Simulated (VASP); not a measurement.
Input of a VASP 6.6.1 run:

The input INCAR:

```
SYSTEM = As
PREC = Accurate
ENCUT = 400
EDIFF = 1E-6
ISMEAR = 0
SIGMA = 0.04
LREAL = .False.
LASPH = .True.
NELM = 120
ALGO = Normal
ISIF = 2
LWAVE = .False.
LCHARG = .False.
LDIPOL = .True.
IDIPOL = 3
DIPOL = 0.5 0.5 0.591
GGA = PE
IVDW = 13
NBANDS = 30
GGA_COMPAT = .False.
NELMDL = -8
```

KPOINTS

```
regular mesh
0
Gamma
  6 6 1
  0 0 0
```

POSCAR

```
As
1.0
    0.0000000000      7.0431433616      0.0000000000
   -6.0995410737     -3.5215716808      0.0000000000
    0.0000000000      0.0000000000     20.2800000000
As
8
Direct
    0.1666666667      0.3333333333      0.5568308433
    0.1589413046      0.8308619409      0.5569329021
    0.6633780951      0.3341645082      0.5534334677
    0.6646652098      0.8387991332      0.5569116924
    0.3342438601      0.1672466818      0.6255422384
    0.3301993784      0.6676159288      0.6259312934
    0.8306237522      0.1724372609      0.6256243404
    0.8252982844      0.6632063925      0.6256011527
```

Potentials or basis: VASP PAW PBE potentials, release 64 (As).

Launch:

```sh
$ cat potpaw_PBE.64/As/POTCAR > POTCAR
$ mpirun -np 1 vasp_std > vasp.out
```

(1) Estimate the band gap on the k mesh.

(2) Predict the largest force.

(3) Predict the dispersion energy per atom.

Answers

(1) 1.39 eV.

(2) 0.173 eV/Å.

(3) -0.254 eV.
